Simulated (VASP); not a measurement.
Runs of VASP 6.6.1 on BiW (rocksalt type). The structure is that of space group Fm-3m (No. 225), or close to it. The cells are those of the table. 

| task | cell | cutoff (eV) | gap on the mesh (eV) | pressure (GPa) |
| --- | --- | --- | --- | --- |
| single point | a = 3.988 Å, angles 60.0°, 2 atoms | 520 | none | 0.1 |
| single point | a = 3.454 Å, angles 60.0°, 2 atoms | 520 | none | (a) |
| single point | a = 3.777 Å, angles 60.0°, 2 atoms | 520 | none | 29.8 |
| relaxation of cell and atoms | relaxed from a = 4.168 Å, angles 60.0°, 2 atoms | 600 | none | 0.0 |

Alike in all rows: level PBEsol; potentials or basis VASP PAW PBE potentials, release 64 (W_sv, Bi_d); no spin polarisation; k mesh 11 × 11 × 11; smearing fermi-dirac 0.05 eV.

Question: Fill in the values left out.

Answer: (a) 147.0.

Caveats: the PAW data sets were made with another functional, which shifts forces and pressure a little; spin-orbit coupling is left out, which moves the levels of the heavy elements; the cell stands under pressure (at least some runs).

A k mesh can miss the band edges, and the runs leave out spin-orbit coupling on Bi, W.

A gap of «none» marks levels without a gap at the run's occupations.
